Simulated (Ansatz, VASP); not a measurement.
Two plane-wave programs on Co

```xyz
2
Lattice="2.4707 0.0000 0.0000 -1.2353 2.1397 0.0000 0.0000 0.0000 4.0360" Properties=species:S:1:pos:R:3 pbc="T T T"
Co    0.0000    1.4264    2.9872
Co    1.2353    0.7132    1.0488
```

Alike in both runs: task single point; functional PBEsol; k mesh 12 × 12 × 7; occupations fermi-dirac, width 0.05 eV; collinear spin.

```csv
,VASP,Ansatz
version,VASP 6.6.1,Ansatz 0.2.0
potentials or method,"VASP PAW PBE potentials, release 64 (Co_sv)",Ansatz PAW
plane-wave cutoff (eV),600,420
valence electrons in the cell,34,34
```

Ansatz gave:

```
gap on the k mesh at the Fermi level (eV)                     : none
pressure (GPa)                                                : -5.2
traceless stress, the component that is largest in VASP (GPa) : -2.04
rms of the force components (eV/Å)                            : 0.295
net moment per atom (μB)                                      : 1.61
size of the moment on the site where the two differ most (μB) : 1.68
```

Q: What did VASP give for the same quantities?

A: gap on the k mesh at the Fermi level (eV): none; pressure (GPa): -9.1; traceless stress, the component that is largest in VASP (GPa): -2.03; rms of the force components (eV/Å): 0.295; net moment per atom (μB): 1.61; size of the moment on the site where the two differ most (μB): 1.67.

VASP's potentials were made for PBE, not for PBEsol. Site moments also hang on the region over which each program counts them. Atom by atom the forces differ by 0.000 eV/Å (rms over components). A gap of «none» marks a metal or a gap that the smearing closes. The functional is the same, so the differences come from potentials, cutoffs and numerics.
